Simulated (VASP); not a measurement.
Te: relaxation of cell and atoms with PBEsol

The system is Te.

```xyz
3
Lattice="6.0277 0.0000 0.0000 -3.0138 5.2201 0.0000 0.0000 0.0000 3.6952" Properties=species:S:1:pos:R:3 pbc="T T T"
Te    0.0000    0.0000    0.0000
Te    0.0000    3.4801    1.8476
Te    3.0138    1.7400    1.8476
```

This isn't the form of Te at room conditions, which is trigonal, of chains.

| Quantity | Value |
| --- | --- |
| Program | VASP 6.6.1 |
| Task | relaxation of cell and atoms |
| Functional | PBEsol |
| Potentials or basis | VASP PAW PBE potentials, release 64 (Te) |
| Cutoff | 600 eV |
| k mesh | 3 × 3 × 6 |
| Occupations | gaussian, width 0.1 eV |
| Spin | no spin polarisation |
| Dipole correction | no |
| Further INCAR settings | ALGO = Normal; EDIFF = 1e-07; IBRION = 2; EDIFFG = -0.04; NSW = 90; ISIF = 3 |

* Relaxed volume: 27.26 Å³/atom
* Relaxed cell: a = 5.454 Å, b = 5.454 Å, c = 3.174 Å, α = 90.00°, β = 90.00°, γ = 120.00°
* Space group after relaxing (to 0.1 Å): P6/mmm (No. 191)
* Energy gained by relaxing: 505.6 meV/atom
* Ionic steps: 8
* Pressure after relaxing: 0.0 GPa
* Band gap on the k mesh: zero (bands 9 and 10 overlap by 4.97 eV)

Step by step:
| step | energy change (eV) | largest force (eV/Å) | pressure (GPa) | volume (Å³) |
| --- | --- | --- | --- | --- |
| 1 | 0.0000 | 0.0000 | -9.61 | 116.27 |
| 2 | -1.4810 | 0.0000 | 0.35 | 81.39 |
| 3 | -1.4814 | 0.0000 | 0.04 | 81.76 |
| 4 | -1.5134 | 0.0000 | 0.40 | 81.21 |
| 5 | -1.5149 | 0.0000 | 0.69 | 80.96 |
| 6 | -1.5153 | 0.0000 | 0.60 | 81.03 |
| 7 | -1.5161 | 0.0000 | -0.38 | 82.26 |
| 8 | -1.5167 | 0.0000 | 0.00 | 81.77 |

Final structure:
```
Te
1.0
     5.45448    0.00000    0.00000
    -2.72724    4.72372    0.00000
     0.00000    0.00000    3.17355
Te
3
Direct
  0.00000 0.00000 0.00000
  0.33333 0.66667 0.50000
  0.66667 0.33333 0.50000
```

Levels at points of the mesh, in eV from the Fermi level:
```csv
k point,band 6,band 7,band 8,band 9,band 10,band 11,band 12,band 13
"(0.00, 0.00, 0.00)",-4.54,-4.54,0.51,2.90,2.90,3.53,3.75,5.21
"(0.00, 0.00, 0.50)",-3.60,-3.31,-3.31,-1.49,-1.49,-0.57,-0.57,2.85
```

Run time: 3.7 min on 1 thread of Intel Xeon 8259CL, on a shared host, peak memory 0.26 GiB.

Caveat: the k points lie up to 0.44 Å⁻¹ apart in the final cell, too coarse for converged energies and pressures of a metal; the volume moved by over 15 % at a fixed basis, so the end points are rough; the PAW data sets were made with another functional, which shifts forces and pressure a little; spin-orbit coupling is left out, which moves the levels of the heavy elements.
